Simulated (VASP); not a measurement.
# Hg (Fd-3m) in VASP: a series of runs

Runs on Hg. Level: LDA. Tasks: single point, relaxation of cell and atoms.

Everything below comes from runs of VASP 6.6.1. Logs are shortened: lines on timing, memory, paths and dates and some standing lists are left out, and cuts for length are marked.

## (1) The cell of the first run

Symmetry: Fd-3m, No. 227, cubic system. Conventional cell: a = 6.455 Å, b = 6.455 Å, c = 6.455 Å, α = 90.00°, β = 90.00°, γ = 90.00°. Hg (site symmetry -43m) has 4 Hg at 2.79 Å within 3.7 Å.

## (2) Single point, LDA

INCAR

```
SYSTEM = Hg
PREC = Accurate
ENCUT = 520
EDIFF = 1E-6
ISMEAR = -1
SIGMA = 0.1
LREAL = .FALSE.
LASPH = .TRUE.
NELM = 100
ALGO = Normal
ISIF = 2
LWAVE = .FALSE.
LCHARG = .FALSE.
GGA = CA
NBANDS = 19
```

KPOINTS

```
regular mesh
0
G
  6 6 6
  0 0 0
```

POSCAR

```
Hg
1.0
    0.0000000000      3.2273475626      3.2273475626
    3.2273475626      0.0000000000      3.2273475626
    3.2273475626      3.2273475626      0.0000000000
Hg
2
Direct
    0.0000000000      0.0000000000      0.0000000000
    0.2500000000      0.2500000000      0.2500000000
```

Potentials or basis: VASP PAW LDA potentials, release 64 (Hg).

Command:

```
$ cat potpaw_LDA.64/Hg/POTCAR > POTCAR
$ mpirun -np 1 vasp_std > vasp.out
```

OUTCAR:

```text
SYSTEM = Hg
   PREC = Accurate
   ENCUT = 520
   EDIFF = 1E-6
   ISMEAR = -1
   LREAL = .FALSE.
   LASPH = .TRUE.
   NELM = 100
   ISIF = 2
   GGA = CA

 ion  position               nearest neighbor table
   1  0.000  0.000  0.000-   2 2.79   2 2.79   2 2.79   2 2.79
   2  0.250  0.250  0.250-   1 2.79   1 2.79   1 2.79   1 2.79

  LATTYP: Found a face centered cubic cell.
 ALAT       =     6.4546951252

  Lattice vectors:

 A1 = (   0.0000000000,   3.2273475626,   3.2273475626)
 A2 = (   3.2273475626,   0.0000000000,   3.2273475626)
 A3 = (   3.2273475626,   3.2273475626,   0.0000000000)

Analysis of symmetry for initial positions (statically):
=====================================================================
 Subroutine PRICEL returns:
 Original cell was already a primitive cell.

 Routine SETGRP: Setting up the symmetry group for a
 face centered cubic supercell.

 Subroutine GETGRP returns: Found 48 space group operations
 (whereof 24 operations were pure point group operations)
 out of a pool of 48 trial point group operations.

The static configuration has the point symmetry T_d .
 The point group associated with its full space group is O_h .

Analysis of symmetry for dynamics (positions and initial velocities):
=====================================================================
 Subroutine PRICEL returns:
 Original cell was already a primitive cell.

 Routine SETGRP: Setting up the symmetry group for a
 face centered cubic supercell.

 Subroutine GETGRP returns: Found 48 space group operations
 (whereof 24 operations were pure point group operations)
 out of a pool of 48 trial point group operations.

The dynamic configuration has the point symmetry T_d .
 The point group associated with its full space group is O_h .

 Subroutine INISYM returns: Found 48 space group operations
 (whereof 24 operations are pure point group operations),
 and found     1 'primitive' translations

----------------------------------------------------------------------------------------

                                     Primitive cell

  volume of cell :      67.2306

  direct lattice vectors                    reciprocal lattice vectors
     0.000000000  3.227347563  3.227347563    -0.154925985  0.154925985  0.154925985
     3.227347563  0.000000000  3.227347563     0.154925985 -0.154925985  0.154925985
     3.227347563  3.227347563  0.000000000     0.154925985  0.154925985 -0.154925985

  length of vectors
     4.564158694  4.564158694  4.564158694     0.268339677  0.268339677  0.268339677

  position of ions in fractional coordinates (direct lattice)
     0.000000000  0.000000000  0.000000000
     0.250000000  0.250000000  0.250000000

  ion indices of the primitive-cell ions
   primitive index   ion index
                 1           1
                 2           2

----------------------------------------------------------------------------------------

 KPOINTS: regular mesh

Automatic generation of k-mesh.
 Grid dimensions read from file:
 generate k-points for:    6    6    6

 Generating k-lattice:

  Cartesian coordinates                     Fractional coordinates (reciprocal lattice)
    -0.025820997  0.025820997  0.025820997     0.166666667  0.000000000  0.000000000
     0.025820997 -0.025820997  0.025820997     0.000000000  0.166666667  0.000000000
     0.025820997  0.025820997 -0.025820997     0.000000000  0.000000000  0.166666667

  Length of vectors
     0.044723280  0.044723280  0.044723280

  Shift w.r.t. Gamma in fractional coordinates (k-lattice)
     0.000000000  0.000000000  0.000000000

 Subroutine IBZKPT returns following result:
 ===========================================

 Found     16 irreducible k-points:

 Following reciprocal coordinates:
            Coordinates               Weight
  0.000000  0.000000  0.000000      1.000000
  0.166667  0.000000  0.000000      8.000000
  0.333333  0.000000  0.000000      8.000000
  0.500000  0.000000  0.000000      4.000000
  0.166667  0.166667  0.000000      6.000000
  0.333333  0.166667  0.000000     24.000000
[... 8 lines left out ...]
 -0.333333  0.333333  0.166667     24.000000
 -0.333333  0.500000  0.166667     12.000000
   k-points           NKPTS =     16   k-points in BZ     NKDIM =     16   number of bands    NBANDS=     19
   number of dos      NEDOS =    301   number of ions     NIONS =      2
   total plane-waves  NPLWV =  46656
   dimension x,y,z NGX =    36 NGY =   36 NGZ =   36
   dimension x,y,z NGXF=    72 NGYF=   72 NGZF=   72
   ions per type =               2
   NGX,Y,Z   is equivalent  to a cutoff of  13.11, 13.11, 13.11 a.u.
   NGXF,Y,Z  is equivalent  to a cutoff of  26.23, 26.23, 26.23 a.u.
 SYSTEM =  Hg
   PREC   = accura    normal or accurate (medium, high low for compatibility)
   ISTART =      0    job   : 0-new  1-cont  2-samecut
   ICHARG =      2    charge: 1-file 2-atom 10-const
   ISPIN  =      1    spin polarized calculation?
   LNONCOLLINEAR =      F non collinear calculations
   LSORBIT =      F    spin-orbit coupling
   LASPH  =      T    aspherical Exc in radial PAW
   ENCUT  =  520.0 eV  38.22 Ry    6.18 a.u.   8.49  8.49  8.49*2*pi/ulx,y,z
   NELM   =    100;   NELMIN=  2; NELMDL= -5     # of ELM steps
   EDIFF  = 0.1E-05   stopping-criterion for ELM
   LREAL  =      F    real-space projection
   EDIFFG = 0.1E-04   stopping-criterion for IOM
   NSW    =      0    number of steps for IOM
   IBRION =     -1    ionic relax: 0-MD 1-quasi-New 2-CG
   NFREE  =      0    steps in history (QN), initial steepest desc. (CG)
   ISIF   =      2    stress and relaxation
   ISYM   =      2    0-nonsym 1-usesym 2-fastsym
   POTIM  = 0.5000    time-step for ionic-motion
   TEBEG  =    0.0;   TEEND  =   0.0 temperature during run
   PSTRESS=    0.0 pullay stress
   NELECT =      24.0000    total number of electrons
   NUPDOWN=      -1.0000    fix difference up-down
   EMIN   =  10.00;   EMAX   =-10.00  energy-range for DOS
   EFERMI =   0.00;   METHOD = LEGACY
   ISMEAR =    -1;   SIGMA  =   0.10  broadening in eV -4-tet -1-fermi 0-gaus
   EFERMI_NEDOS =   21; number of points for ismear=-14 and -15
   IALGO  =     38    algorithm
   IMIX   =      4    mixing-type and parameters
     AMIX     =   0.40;   BMIX     =  1.00
     AMIX_MAG =   1.60;   BMIX_MAG =  1.00
  volume/ion in A,a.u.               =      33.62       226.85
  Fermi-wavevector in a.u.,A,eV,Ry     =   1.161331  2.194598 18.350050  1.348691
  Thomas-Fermi vector in A             =   2.297905
   LORBIT       =      0    0 simple, 1 ext, 2 COOP (PROOUT), +10 PAW based schemes
   GGA     = CA    functional components
   LHFCALC =     F    Hartree Fock is set to
   AEXX    =    0.0000 exact exchange contribution
   IVDW    =     0    specifies the selected vdW correction
   LEPSILON=     F    determine dielectric tensor
   LRPA    =     F    only Hartree local field effects (RPA)
 non-spin polarized calculation
  energy-cutoff  :      520.00
  volume of cell :       67.23
 maximum number of plane-waves:      1837
 NGX is ok and might be reduce to    36
   NGX = 17   NGY = 17   NGZ = 17

 number of electron      24.0000002 magnetization

 Free energy of the ion-electron system (eV)
  ---------------------------------------------------
  ext. energy  EPLUGINS =         0.00000000
  ---------------------------------------------------
  free energy    TOTEN  =        -1.39762715 eV

  energy without entropy =       -1.36856510  energy(sigma->0) =       -1.38309612

 E-fermi :   0.7722     XC(G=0):  -9.1087

 val. band max:        0.3866259524   @ k =  -0.3333   0.3333   0.0000
 cond. band min:       0.7823974322   @ k =  -0.3333   0.3333   0.1667
 fundamental gap:      0.3957714798
 Fermi energy:         0.7721632952

 k-point     1 :       0.0000    0.0000    0.0000
  band No.  band energies     occupation
      1      -7.2727      2.00000
      2      -7.1284      2.00000
      3      -7.1284      2.00000
      4      -7.1284      2.00000
      5      -7.0483      2.00000
      6      -7.0483      2.00000
[... 11 lines left out ...]
     18       7.3545      0.00000
     19       7.5684      0.00000

 k-point     2 :       0.1667    0.0000    0.0000
  band No.  band energies     occupation
      1      -7.2169      2.00000
      2      -7.2169      2.00000
      3      -7.1433      2.00000
      4      -7.0852      2.00000
      5      -6.9120      2.00000
      6      -6.9120      2.00000
[... 11 lines left out ...]
     18       8.1800      0.00000
     19       9.3962      0.00000

 k-point     3 :       0.3333    0.0000    0.0000
  band No.  band energies     occupation
      1      -7.2384      2.00000
      2      -7.2384      2.00000
      3      -7.1562      2.00000
      4      -6.8678      2.00000
      5      -6.8308      2.00000
      6      -6.8308      2.00000
[... 11 lines left out ...]
     18       8.4549      0.00000
     19      10.4698      0.00000

 k-point     4 :       0.5000    0.0000    0.0000
  band No.  band energies     occupation
      1      -7.2198      2.00000
      2      -7.2198      2.00000
      3      -7.1623      2.00000
      4      -6.8408      2.00000
      5      -6.8408      2.00000
      6      -6.8368      2.00000
[... 11 lines left out ...]
     18       8.3475      0.00000
     19      12.9288      0.00000

 k-point     5 :       0.1667    0.1667    0.0000
  band No.  band energies     occupation
      1      -7.2933      2.00000
      2      -7.1559      2.00000
      3      -7.1559      2.00000
      4      -7.0342      2.00000
      5      -6.9398      2.00000
      6      -6.7911      2.00000
[... 11 lines left out ...]
     18       9.5317      0.00000
     19       9.6973      0.00000
[... 158 lines left out ...]
      2      -7.2341      2.00000
      3      -7.1892      2.00000
      4      -7.1892      2.00000
      5      -6.2304      2.00000
      6      -6.2304      2.00000
[... 11 lines left out ...]
     18      13.8628      0.00000
     19      14.4532      0.00000

 k-point    14 :       0.5000    0.3333    0.1667
  band No.  band energies     occupation
      1      -7.3468      2.00000
      2      -7.3115      2.00000
      3      -7.0866      2.00000
      4      -6.8437      2.00000
      5      -6.7008      2.00000
      6      -6.4883      2.00000
[... 11 lines left out ...]
     18      11.6282      0.00000
     19      12.2997      0.00000

 k-point    15 :      -0.3333    0.3333    0.1667
  band No.  band energies     occupation
      1      -7.3843      2.00000
      2      -7.3284      2.00000
      3      -7.0368      2.00000
      4      -6.8496      2.00000
      5      -6.6008      2.00000
      6      -6.4677      2.00000
[... 11 lines left out ...]
     18       9.9430      0.00000
     19      12.1750      0.00000

 k-point    16 :      -0.3333    0.5000    0.1667
  band No.  band energies     occupation
      1      -7.3591      2.00000
      2      -7.3591      2.00000
      3      -6.9971      2.00000
      4      -6.9971      2.00000
      5      -6.3346      2.00000
      6      -6.3346      2.00000
[... 11 lines left out ...]
     18      10.3784      0.00000
     19      14.7871      0.00000

------------------------ aborting loop because EDIFF is reached ----------------------------------------

  FORCE on cell =-STRESS in cart. coord.  units (eV):
  Direction    XX          YY          ZZ          XY          YZ          ZX
  --------------------------------------------------------------------------------------
  -------------------------------------------------------------------------------------
  Total        0.1834605      0.1834605      0.1834605      0.0000000     -0.0000000      0.0000000
  in kB        4.3720593      4.3720593      4.3720593      0.0000000     -0.0000000      0.0000000
  external PRESSURE =       4.3720593 kB  Pullay stress =       0.0000000 kB

 VOLUME and BASIS-vectors are now :
 -----------------------------------------------------------------------------
  energy-cutoff  :      520.00
  volume of cell :       67.23
      direct lattice vectors                 reciprocal lattice vectors
     0.000000000  3.227347563  3.227347563    -0.154925985  0.154925985  0.154925985
     3.227347563  0.000000000  3.227347563     0.154925985 -0.154925985  0.154925985
     3.227347563  3.227347563  0.000000000     0.154925985  0.154925985 -0.154925985

 POSITION                                       TOTAL-FORCE (eV/Angst)
 -----------------------------------------------------------------------------------
      0.00000      0.00000      0.00000         0.000000      0.000000      0.000000
      1.61367      1.61367      1.61367        -0.000000     -0.000000     -0.000000
 -----------------------------------------------------------------------------------
    total drift:                                0.000000      0.000000      0.000000

  FREE ENERGIE OF THE ION-ELECTRON SYSTEM (eV)
  ---------------------------------------------------
  free  energy   TOTEN  =        -1.3976271477 eV

  energy  without entropy=       -1.3685650958  energy(sigma->0) =       -1.38309612
```

Wall time 7.4 s (1 thread of Intel Xeon 6975P-C (Granite Rapids), shared host); peak memory 0.16 GiB.

What came out:

- Free energy: -1.3976 eV
- Pressure: 0.4 GPa
- Band gap on the k mesh: zero (band 12 reaches 4.45 eV, above the bottom of band 13 at 0.39 eV)

Caveat: spin-orbit coupling is left out, which moves the levels of the heavy elements.

[end of part 1 of 2]
